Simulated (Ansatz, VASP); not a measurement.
**One calculation of Si3N4, two programs**

```
Si N
1.0
     7.59500    0.00000    0.00000
    -3.79750    6.57746    0.00000
     0.00000    0.00000    2.84425
Si N
6 8
Direct
  0.76616 0.17327 0.32563
  0.59289 0.76616 0.82563
  0.82673 0.59289 0.32563
  0.23384 0.82673 0.82563
  0.40711 0.23384 0.32563
  0.17327 0.40711 0.82563
  0.02709 0.32941 0.32563
  0.69767 0.02709 0.82563
  0.67059 0.69767 0.32563
  0.97291 0.67059 0.82563
  0.30233 0.97291 0.32563
  0.32941 0.30233 0.82563
  0.33333 0.66667 0.82563
  0.66667 0.33333 0.32563
```

Change from the starting cell: z stretched by -2 %, ions relaxed.

Alike in both runs: functional PBE; k mesh 4 × 4 × 10; occupations fermi-dirac, width 0.02 eV; no spin polarisation.

Ansatz relaxed the structure, and its values are those at the end. VASP's run is a single point on that final structure, the one shown.

```csv
,VASP,Ansatz
version,VASP 6.6.1,Ansatz 0.2.0
potentials or method,"VASP PAW PBE potentials, release 64 (Si, N)","plane-wave PAW, scalar-relativistic"
plane-wave cutoff (eV),520,420
valence electrons in the cell,64,64
```

VASP gave:

```
gap on the k mesh at the Fermi level (eV) : 4.69
pressure (GPa)                            : 11.8
rms of the force components (eV/Å)        : 0.003
```

Question: What did Ansatz give for the same quantities?

Answer: gap on the k mesh at the Fermi level (eV): 4.69; pressure (GPa): 12.1; rms of the force components (eV/Å): 0.002.

Ansatz's warnings: stress scf threshold loose.
